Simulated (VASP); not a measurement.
Here is a VASP 6.6.1 calculation.

The input INCAR:

```
SYSTEM = GaN
ALGO = Normal
EDIFF = 1E-8
ENCUT = 520
GGA = PE
IBRION = 8
ISIF = 2
ISMEAR = 0
LASPH = .True.
LCHARG = .False.
LEPSILON = .True.
LREAL = .False.
LWAVE = .False.
NELM = 100
NSW = 1
PREC = Accurate
SIGMA = 0.01
```

Contents of KPOINTS:

```
k-points
0
Gamma
  10 10 10
  0 0 0
```

File POSCAR:

```
GaN
1.0
    0.0000000000      2.2575395537      2.2575395537
    2.2575395537      0.0000000000      2.2575395537
    2.2575395537      2.2575395537      0.0000000000
Ga N
1 1
Direct
    0.0000000000      0.0000000000      0.0000000000
    0.7500000000      0.7500000000      0.7500000000
```

Potentials or basis: VASP PAW PBE potentials, release 64 (Ga_d, N).

Command:

```sh
$ cat potpaw_PBE.64/Ga_d/POTCAR potpaw_PBE.64/N/POTCAR > POTCAR
$ mpirun -np 1 vasp_std > vasp.out
```

Question: What does it give for the electronic dielectric tensor (diagonal)?

Answer: 6.05.

Question: Predict the Born charges (mean of the diagonal).

Answer: Ga +2.67; N -2.67 e.

Question: What does it give for the highest phonon frequency at Γ, LO-TO splitting left out?

Answer: 530 cm⁻¹.

Electronic dielectric tensor:
```
6.05 0.00 0.00
0.00 6.05 0.00
0.00 0.00 6.05
```

Caveat: the cell wasn't relaxed at this level first, which shifts response properties.
